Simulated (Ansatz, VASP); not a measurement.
# One calculation of KAg, two programs

```
CELL_PARAMETERS angstrom
3.86421 0.00000 0.00000
0.00000 3.86421 0.00000
0.00000 0.00000 3.86421
ATOMIC_POSITIONS crystal
K 0.00000 0.00000 0.00000
Ag 0.50000 0.50000 0.50000
```

Alike in both runs: task relaxation of cell and atoms; functional PBE; k mesh 14 × 14 × 14; occupations gaussian, width 0.1 eV; no spin polarisation.

|  | VASP | Ansatz |
| --- | --- | --- |
| version | VASP 6.6.1 | Ansatz 0.2.0 |
| potentials or method | VASP PAW PBE potentials, release 64 (K_sv, Ag), cutoff 600 eV | scalar-relativistic, plane waves, PAW |
| valence electrons in the cell | 20 | 28 |

Ansatz gave:

| Quantity | Value |
| --- | --- |
| gap on the k mesh at the Fermi level, each at its own relaxed structure (eV) | none |
| relaxed volume (Å³/atom) | 35.08 |
| relaxed cell length with the largest relative difference (Å) | 4.124 |

Task: Estimate VASP's values.

Result: gap on the k mesh at the Fermi level, each at its own relaxed structure (eV): none; relaxed volume (Å³/atom): 35.01; relaxed cell length with the largest relative difference (Å): 4.122.

A gap of «none» marks a metal or a gap that the smearing closes. VASP's potentials hold 20 valence electrons a cell and Ansatz's 28, so a difference there can come from the potentials and not from the codes.

Noted on VASP's run: the volume moved by over 15 % at a fixed basis, so the end points are rough.
